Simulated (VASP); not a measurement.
# Fe (Im-3m) in VASP: further runs, part 2 of 2

VASP 6.6.1. Earlier steps stand in the parts before.

## (3) Single point, r2SCAN, collinear spin, ferromagnetic start

POSCAR

```
Fe
1.0
   -1.4430000000      1.4430000000      1.4430000000
    1.4430000000     -1.4430000000      1.4430000000
    1.4430000000      1.4430000000     -1.4430000000
Fe
1
Direct
    0.0000000000      0.0000000000      0.0000000000
```

INCAR.step1

```
SYSTEM = Fe
PREC     = Accurate       ! precision mode
ENCUT    = 520            ! plane-wave cutoff, eV
ISMEAR   = -1             ! smearing method
SIGMA    = 0.05           ! smearing width, eV
LREAL    = .False.        ! projectors in reciprocal space
LASPH    = .True.         ! aspherical terms in the spheres
NELM     = 150            ! most SCF steps
ISPIN    = 2              ! spin polarisation
MAGMOM   = 1.34           ! initial moments
NUPDOWN  = 1.34           ! fixed moment
LMAXMIX  = 4              ! l up to which the mixer works
NBANDS   = 14             ! bands
GGA      = PE             ! functional
ALGO     = Normal         ! electronic algorithm
EDIFF    = 1E-4           ! SCF threshold, eV
LWAVE    = .True.         ! write WAVECAR
LCHARG   = .False.        ! write CHGCAR
```

INCAR.step2

```
SYSTEM = Fe
PREC     = Accurate       ! precision mode
ENCUT    = 520            ! plane-wave cutoff, eV
EDIFF    = 1E-6           ! SCF threshold, eV
ISMEAR   = -1             ! smearing method
SIGMA    = 0.05           ! smearing width, eV
LREAL    = .False.        ! projectors in reciprocal space
LASPH    = .True.         ! aspherical terms in the spheres
NELM     = 150            ! most SCF steps
ALGO     = Normal         ! electronic algorithm
ISIF     = 2              ! what is computed and relaxed
LWAVE    = .False.        ! write WAVECAR
LCHARG   = .False.        ! write CHGCAR
ISPIN    = 2              ! spin polarisation
MAGMOM   = 1.34           ! initial moments
LORBIT   = 11             ! projections on sites
NUPDOWN  = 1.34           ! fixed moment
LMAXMIX  = 4              ! l up to which the mixer works
METAGGA  = R2SCAN         ! meta-GGA
LMIXTAU  = .True.       
NBANDS   = 14             ! bands
ISTART   = 1
```

KPOINTS

```
Automatic mesh
0
Gamma
  14 14 14
  0 0 0
```

Potentials or basis: VASP PAW PBE potentials, release 64 (Fe).

Command:

```sh
$ cat potpaw_PBE.64/Fe/POTCAR > POTCAR
$ cp INCAR.step1 INCAR
$ mpirun -np 1 vasp_std > vasp.out
$ cp INCAR.step2 INCAR
$ mpirun -np 1 vasp_std > vasp.out
```

OUTCAR:

```text
SYSTEM = Fe
   PREC = Accurate
   ENCUT = 520
   EDIFF = 1E-6
   ISMEAR = -1
   LREAL = .False.
   LASPH = .True.
   NELM = 150
   ISIF = 2
   ISPIN = 2
   LORBIT = 11
   NUPDOWN = 1.34
   METAGGA = R2SCAN
   ISTART = 1

 ion  position               nearest neighbor table
   1  0.000  0.000  0.000-

  LATTYP: Found a body centered cubic cell.
 ALAT       =     2.8860000000

  Lattice vectors:

 A1 = (  -1.4430000000,   1.4430000000,   1.4430000000)
 A2 = (   1.4430000000,  -1.4430000000,   1.4430000000)
 A3 = (   1.4430000000,   1.4430000000,  -1.4430000000)

Analysis of symmetry for initial positions (statically):
=====================================================================
 Subroutine PRICEL returns:
 Original cell was already a primitive cell.

 Routine SETGRP: Setting up the symmetry group for a
 body centered cubic supercell.

 Subroutine GETGRP returns: Found 48 space group operations
 (whereof 48 operations were pure point group operations)
 out of a pool of 48 trial point group operations.

The static configuration has the point symmetry O_h .

Analysis of symmetry for dynamics (positions and initial velocities):
[... 597 lines left out ...]
      5       7.2463      0.00000
      6       7.2463      0.00000
      7      30.4234      0.00000
      8      30.4234      0.00000
      9      30.4234      0.00000
     10      35.9863      0.00000
     11      35.9867      0.00000
     12      37.9526      0.00000
     13      37.9527      0.00000
     14      37.9535      0.00000
[... 379 lines left out ...]
      3       3.4139      1.00000
      4       6.8306      0.00000
      5       7.0044      0.00000
      6      11.4999      0.00000
      7      13.3104      0.00000
      8      15.6715      0.00000
      9      24.8339      0.00000
     10      33.2917      0.00000
     11      34.9128      0.00000
     12      42.5552      0.00000
     13      45.6900      0.00000
     14      49.6473      0.00000

 [... further k-points ...]
[... 5 lines left out ...]
  --------------------------------------------------------------------------------------
  -------------------------------------------------------------------------------------
  Total       -1.7924298     -1.7924298     -1.7924298     -0.0000000     -0.0000000     -0.0000000
  in kB     -238.9426874   -238.9426874   -238.9426874     -0.0000000     -0.0000000     -0.0000000
  external PRESSURE =    -238.9426874 kB  Pullay stress =       0.0000000 kB

 VOLUME and BASIS-vectors are now :
 -----------------------------------------------------------------------------
  energy-cutoff  :      520.00
  volume of cell :       12.02
      direct lattice vectors                 reciprocal lattice vectors
    -1.443000000  1.443000000  1.443000000     0.000000000  0.346500347  0.346500347
     1.443000000 -1.443000000  1.443000000     0.346500347  0.000000000  0.346500347
     1.443000000  1.443000000 -1.443000000     0.346500347  0.346500347  0.000000000

 POSITION                                       TOTAL-FORCE (eV/Angst)
 -----------------------------------------------------------------------------------
      0.00000      0.00000      0.00000         0.000000      0.000000     -0.000000
 -----------------------------------------------------------------------------------
    total drift:                                0.000000      0.000000      0.000000

  FREE ENERGIE OF THE ION-ELECTRON SYSTEM (eV)
  ---------------------------------------------------
  free  energy   TOTEN  =       -13.7910961861 eV

  energy  without entropy=      -13.7811328816  energy(sigma->0) =      -13.78611453

 total charge

# of ion       s       p       d       tot
------------------------------------------
    1        0.466   0.512   6.188   7.165

 magnetization (x)

# of ion       s       p       d       tot
------------------------------------------
    1       -0.012  -0.100   1.518   1.406
```

OUTCAR.step1:

```text
SYSTEM = Fe
   PREC = Accurate
   ENCUT = 520
   ISMEAR = -1
   LREAL = .False.
   LASPH = .True.
[... 1054 lines left out ...]
 -----------------------------------------------------------------------------------
      0.00000      0.00000      0.00000         0.000000     -0.000000      0.000000
 -----------------------------------------------------------------------------------
    total drift:                                0.000000     -0.000000      0.000000

  FREE ENERGIE OF THE ION-ELECTRON SYSTEM (eV)
  ---------------------------------------------------
  free  energy   TOTEN  =        -7.9905055392 eV

  energy  without entropy=       -7.9750719889  energy(sigma->0) =       -7.98278876
```

It took 2.9 min on 1 thread of Intel Xeon Platinum 8375C at 2.90GHz (Ice Lake), shared host; peak memory 0.15 GiB.

Results:

```
Free energy                                           : -13.7911 eV
Pressure                                              : -23.9 GPa
Net moment                                            : 1.34 μB per cell
Site moments                                          : Fe +1.41 μB
Valence electrons inside the program's atomic spheres : Fe 7.17
```

Caveat: the PAW data sets were made with another functional, which shifts forces and pressure a little; the total moment is fixed, so each spin has its own Fermi level.

## (4) Single point, r2SCAN, collinear spin, ferromagnetic start

POSCAR is that of step 3.

INCAR.step1

```
PREC = Accurate ; ENCUT = 520
ISMEAR = -1 ; SIGMA = 0.05
LREAL = False ; LASPH = True
NELM = 150 ; ISPIN = 2
MAGMOM = 1.88 ; NUPDOWN = 1.88
LMAXMIX = 4 ; NBANDS = 14
GGA = PE ; ALGO = Normal
EDIFF = 1E-4 ; LWAVE = True
LCHARG = False
```

INCAR.step2

```
PREC = Accurate ; ENCUT = 520
EDIFF = 1E-6 ; ISMEAR = -1
SIGMA = 0.05 ; LREAL = False
LASPH = True ; NELM = 150
ALGO = Normal ; ISIF = 2
LWAVE = False ; LCHARG = False
ISPIN = 2 ; MAGMOM = 1.88
LORBIT = 11 ; NUPDOWN = 1.88
LMAXMIX = 4 ; METAGGA = R2SCAN
LMIXTAU = True ; NBANDS = 14
ISTART = 1
```

KPOINTS

```
Automatic mesh
0
Gamma
  14 14 14
```

Command:

```sh
$ cat potpaw_PBE.64/Fe/POTCAR > POTCAR
$ cp INCAR.step1 INCAR
$ mpirun -np 1 vasp_std > vasp.out
$ cp INCAR.step2 INCAR
$ mpirun -np 1 vasp_std > vasp.out
```

It took 3.1 min on 1 thread of Intel Xeon Platinum 8375C at 2.90GHz (Ice Lake), shared host; peak memory 0.15 GiB.

Results (log left out):

```
Free energy                                           : -14.0992 eV
Pressure                                              : -19.7 GPa
Net moment                                            : 1.88 μB per cell
Site moments                                          : Fe +1.96 μB
Valence electrons inside the program's atomic spheres : Fe 7.16
```

Caveat: the PAW data sets were made with another functional, which shifts forces and pressure a little; the total moment is fixed, so each spin has its own Fermi level.

## (5) Single point, r2SCAN, collinear spin, ferromagnetic start

POSCAR is that of step 4.

INCAR.step1

```
SYSTEM = Fe
  PREC = Accurate
  ENCUT = 520
  ISMEAR = -1
  SIGMA = 0.05
  LREAL = .FALSE.
  LASPH = .TRUE.
  NELM = 150
  ISPIN = 2
  MAGMOM = 2.28
  NUPDOWN = 2.28
  LMAXMIX = 4
  NBANDS = 14
  GGA = PE
  ALGO = Normal
  EDIFF = 1E-4
  LWAVE = .TRUE.
  LCHARG = .FALSE.
```

INCAR.step2

```
SYSTEM = Fe
  PREC = Accurate
  ENCUT = 520
  EDIFF = 1E-6
  ISMEAR = -1
  SIGMA = 0.05
  LREAL = .FALSE.
  LASPH = .TRUE.
  NELM = 150
  ALGO = Normal
  ISIF = 2
  LWAVE = .FALSE.
  LCHARG = .FALSE.
  ISPIN = 2
  MAGMOM = 2.28
  LORBIT = 11
  NUPDOWN = 2.28
  LMAXMIX = 4
  METAGGA = R2SCAN
  LMIXTAU = .TRUE.
  NBANDS = 14
  ISTART = 1
```

KPOINTS

```
regular mesh
0
G
  14 14 14
  0 0 0
```

Potentials or basis: VASP PAW PBE potentials, release 64 (Fe).

Command:

```sh
$ cat potpaw_PBE.64/Fe/POTCAR > POTCAR
$ cp INCAR.step1 INCAR
$ mpirun -np 1 vasp_std > vasp.out
$ cp INCAR.step2 INCAR
$ mpirun -np 1 vasp_std > vasp.out
```

OUTCAR:

```text
SYSTEM = Fe
   PREC = Accurate
   ENCUT = 520
   EDIFF = 1E-6
   ISMEAR = -1
   LREAL = .FALSE.
   LASPH = .TRUE.
   NELM = 150
   ISIF = 2
   ISPIN = 2
   LORBIT = 11
   NUPDOWN = 2.28
   METAGGA = R2SCAN
   ISTART = 1

 ion  position               nearest neighbor table
   1  0.000  0.000  0.000-

  LATTYP: Found a body centered cubic cell.
 ALAT       =     2.8860000000

  Lattice vectors:

 A1 = (  -1.4430000000,   1.4430000000,   1.4430000000)
 A2 = (   1.4430000000,  -1.4430000000,   1.4430000000)
 A3 = (   1.4430000000,   1.4430000000,  -1.4430000000)

Analysis of symmetry for initial positions (statically):
=====================================================================
 Subroutine PRICEL returns:
 Original cell was already a primitive cell.

 Routine SETGRP: Setting up the symmetry group for a
 body centered cubic supercell.

 Subroutine GETGRP returns: Found 48 space group operations
 (whereof 48 operations were pure point group operations)
 out of a pool of 48 trial point group operations.

The static configuration has the point symmetry O_h .

Analysis of symmetry for dynamics (positions and initial velocities):
=====================================================================
 Subroutine PRICEL returns:
 Original cell was already a primitive cell.

 Routine SETGRP: Setting up the symmetry group for a
 body centered cubic supercell.

 Subroutine GETGRP returns: Found 48 space group operations
 (whereof 48 operations were pure point group operations)
 out of a pool of 48 trial point group operations.

The dynamic configuration has the point symmetry O_h .

Analysis of structural, dynamic, and magnetic symmetry:
=====================================================================
 Subroutine PRICEL returns:
 Original cell was already a primitive cell.

 Routine SETGRP: Setting up the symmetry group for a
 body centered cubic supercell.

 Subroutine GETGRP returns: Found 48 space group operations
 (whereof 48 operations were pure point group operations)
 out of a pool of 48 trial point group operations.

The overall configuration has the point symmetry O_h .
[... 150 lines left out ...]

 spin component 1

 k-point     1 :       0.0000    0.0000    0.0000
  band No.  band energies     occupation
      1      -3.0691      1.00000
      2       2.4711      1.00000
      3       2.4711      1.00000
      4       2.4711      1.00000
      5       3.4355      1.00000
      6       3.4355      1.00000
      7      30.7683      0.00000
      8      30.7683      0.00000
      9      30.7684      0.00000
     10      35.4190      0.00000
     11      35.4190      0.00000
     12      37.1095      0.00000
     13      37.1095      0.00000
     14      37.1096      0.00000
[... 379 lines left out ...]
      3       2.0091      1.00000
      4       3.6894      1.00000
      5       3.8829      1.00000
      6      10.6668      0.00000
      7      12.4497      0.00000
      8      14.9154      0.00000
      9      24.2285      0.00000
     10      33.0229      0.00000
     11      34.6200      0.00000
     12      41.0345      0.00000
     13      44.6982      0.00000
     14      48.6984      0.00000

 [... further k-points ...]

 spin component 2

 k-point     1 :       0.0000    0.0000    0.0000
  band No.  band energies     occupation
      1      -3.7737      1.00000
      2       5.2356      0.63432
      3       5.2356      0.63425
      4       5.2356      0.63423
      5       7.6983      0.00000
      6       7.6983      0.00000
      7      30.3491      0.00000
      8      30.3491      0.00000
      9      30.3491      0.00000
     10      35.9981      0.00000
     11      35.9983      0.00000
     12      38.4598      0.00000
     13      38.4598      0.00000
     14      38.4601      0.00000
[... 379 lines left out ...]
      3       3.8237      1.00000
      4       7.4905      0.00000
      5       7.6906      0.00000
      6      11.9899      0.00000
      7      13.7741      0.00000
      8      16.0689      0.00000
      9      25.0717      0.00000
     10      33.3966      0.00000
     11      35.0098      0.00000
     12      42.9352      0.00000
     13      46.0198      0.00000
     14      50.0112      0.00000

 [... further k-points ...]
[... 5 lines left out ...]
  --------------------------------------------------------------------------------------
  -------------------------------------------------------------------------------------
  Total       -1.0075161     -1.0075161     -1.0075161      0.0000000      0.0000000      0.0000000
  in kB     -134.3085325   -134.3085325   -134.3085325      0.0000000      0.0000000      0.0000000
  external PRESSURE =    -134.3085325 kB  Pullay stress =       0.0000000 kB

 VOLUME and BASIS-vectors are now :
 -----------------------------------------------------------------------------
  energy-cutoff  :      520.00
  volume of cell :       12.02
      direct lattice vectors                 reciprocal lattice vectors
    -1.443000000  1.443000000  1.443000000     0.000000000  0.346500347  0.346500347
     1.443000000 -1.443000000  1.443000000     0.346500347  0.000000000  0.346500347
     1.443000000  1.443000000 -1.443000000     0.346500347  0.346500347  0.000000000

 POSITION                                       TOTAL-FORCE (eV/Angst)
 -----------------------------------------------------------------------------------
      0.00000      0.00000      0.00000        -0.000000      0.000000     -0.000000
 -----------------------------------------------------------------------------------
    total drift:                                0.000000     -0.000000      0.000000

  FREE ENERGIE OF THE ION-ELECTRON SYSTEM (eV)
  ---------------------------------------------------
  free  energy   TOTEN  =       -14.2689612777 eV

  energy  without entropy=      -14.2596204113  energy(sigma->0) =      -14.26429084

 total charge

# of ion       s       p       d       tot
------------------------------------------
    1        0.464   0.522   6.176   7.162

 magnetization (x)

# of ion       s       p       d       tot
------------------------------------------
    1       -0.019  -0.121   2.502   2.362
```

OUTCAR.step1:

```text
SYSTEM = Fe
   PREC = Accurate
   ENCUT = 520
   ISMEAR = -1
   LREAL = .FALSE.
   LASPH = .TRUE.
[... 1054 lines left out ...]
 -----------------------------------------------------------------------------------
      0.00000      0.00000      0.00000         0.000000      0.000000      0.000000
 -----------------------------------------------------------------------------------
    total drift:                                0.000000      0.000000      0.000000

  FREE ENERGIE OF THE ION-ELECTRON SYSTEM (eV)
  ---------------------------------------------------
  free  energy   TOTEN  =        -8.2264609257 eV

  energy  without entropy=       -8.2180193223  energy(sigma->0) =       -8.22224012
```

OSZICAR.step1:

```text
N       E                     dE             d eps       ncg     rms          rms(c)
DAV:   1     0.230024130551E+02    0.23002E+02   -0.38198E+03  6374   0.684E+02
DAV:   2    -0.827078834783E+01   -0.31273E+02   -0.28986E+02  6406   0.130E+02
DAV:   3    -0.921513724522E+01   -0.94435E+00   -0.93796E+00  7110   0.235E+01
DAV:   4    -0.921822423226E+01   -0.30870E-02   -0.30867E-02  6718   0.123E+00
DAV:   5    -0.921824033761E+01   -0.16105E-04   -0.16105E-04  7084   0.909E-02    0.112E+01
DAV:   6    -0.836779846265E+01    0.85044E+00   -0.11299E+01  7198   0.381E+01    0.604E+00
DAV:   7    -0.824136933017E+01    0.12643E+00   -0.92662E-01  7126   0.105E+01    0.367E+00
DAV:   8    -0.823387411273E+01    0.74952E-02   -0.66308E-03  6850   0.538E-01    0.131E+00
DAV:   9    -0.822669396792E+01    0.71801E-02   -0.78890E-03  8024   0.571E-01    0.266E-01
DAV:  10    -0.822644161425E+01    0.25235E-03   -0.55460E-04  6670   0.177E-01    0.494E-02
DAV:  11    -0.822646092567E+01   -0.19311E-04   -0.23740E-05  3416   0.506E-02
   1 F= -.82264609E+01 E0= -.82222401E+01  d E =-.844160E-02  mag=     2.2800
```

It took 3 min on 1 thread of Intel Xeon Platinum 8375C at 2.90GHz (Ice Lake), shared host; peak memory 0.15 GiB.

What came out:

- Free energy: -14.2690 eV
- Pressure: -13.4 GPa
- Net moment: 2.28 μB per cell
- Site moments: Fe +2.36 μB
- Valence electrons inside the program's atomic spheres: Fe 7.16

Caveat: the PAW data sets were made with another functional, which shifts forces and pressure a little; the total moment is fixed, so each spin has its own Fermi level.

## (6) Summary

| fixed moment (μB) | pressure (GPa) | moment (μB) |
| --- | --- | --- |
| 0.67 | -24.3 | 0.67 |
| 1.34 | -23.9 | 1.34 |
| 1.88 | -19.7 | 1.88 |
| 2.28 | -13.4 | 2.28 |

Alike in all rows: task single point; level r2SCAN; potentials or basis VASP PAW PBE potentials, release 64 (Fe); spin collinear, ferromagnetic start; cell as given; k mesh 14 × 14 × 14; cutoff (eV) 520; smearing fermi-dirac 0.05 eV.

Caveats: the PAW data sets were made with another functional, which shifts forces and pressure a little; the total moment is fixed, so each spin has its own Fermi level.

Absolute energies hang on the potentials; compare differences alone.
